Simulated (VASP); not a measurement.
Si (a cell with a defect), 17 atoms in the cell. The cell holds a defect, 17 atoms: a = 7.679 Å, b = 7.679 Å, c = 7.679 Å, α = 60.00°, β = 60.00°, γ = 60.00°. 

| Item | Value |
| --- | --- |
| Program | VASP 6.6.1 |
| Task | single point |
| Functional | PBEsol |
| Potentials or basis | VASP PAW PBE potentials, release 64 (Si) |
| Cutoff | 520 eV |
| k mesh | 2 × 2 × 2 |
| Occupations | gaussian, width 0.05 eV |
| Spin | no spin polarisation |
| Dipole correction | no |
| Further INCAR settings | LREAL = Auto; ALGO = Normal; EDIFF = 1e-07; NBANDS = 48 |

Potentials or basis: VASP PAW PBE potentials, release 64 (Si).

Launch:

```bash
$ cat potpaw_PBE.64/Si/POTCAR > POTCAR
$ mpirun -np 1 vasp_std > vasp.out
```

Hardware: 1 thread of Intel(R) Xeon(R) Platinum 8259CL CPU @ 2.50GHz (Skylake/Cascade Lake), with other jobs on the host.

Question: How long does it take, and how much memory?

Answer: It took 5.1 min on 1 thread of Intel(R) Xeon(R) Platinum 8259CL CPU @ 2.50GHz (Skylake/Cascade Lake) (shared host), peak memory 0.47 GiB. Counts: scf iterations 16, k points 8.
